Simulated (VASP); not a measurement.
## Hf: single point with HSE06

The system is Hf.

```
Hf
1.0
     0.00000    2.23470    2.23470
     2.23470    0.00000    2.23470
     2.23470    2.23470    0.00000
Hf
1
Direct
  0.00000 0.00000 0.00000
```

This isn't the form of Hf at room conditions, which is hcp.

```
Program             : VASP 6.6.1
Task                : single point
Functional          : HSE06
Potentials or basis : VASP PAW PBE potentials, release 64 (Hf_pv)
Cutoff              : 520 eV
k mesh              : 6 × 6 × 6
Occupations         : fermi-dirac, width 0.05 eV
Spin                : no spin polarisation
```

The pressure is 0.8 GPa and the band gap on the k mesh is zero (bands 5 and 6 overlap by 1.95 eV).

Levels at points of the mesh, in eV from the Fermi level:
```tsv
k point	band 3	band 4	band 5	band 6	band 7	band 8
(0.00, 0.00, 0.00)	-32.31	-8.30	1.90	1.90	1.90	5.06
(0.50, 0.00, 0.00)	-32.42	-4.16	0.23	1.72	1.72	7.17
(0.50, 0.50, 0.00)	-32.61	-3.68	-2.53	2.67	7.28	7.80
```

It took 4.9 min on 1 thread of Intel(R) Xeon(R) 6975P-C (Granite Rapids), on a shared host, peak memory 0.25 GiB.

Caveat: the k points lie up to 0.41 Å⁻¹ apart, too coarse for converged energies and pressures of a metal; the PAW data sets were made with another functional, which shifts forces and pressure a little; spin-orbit coupling is left out, which moves the levels of the heavy elements.
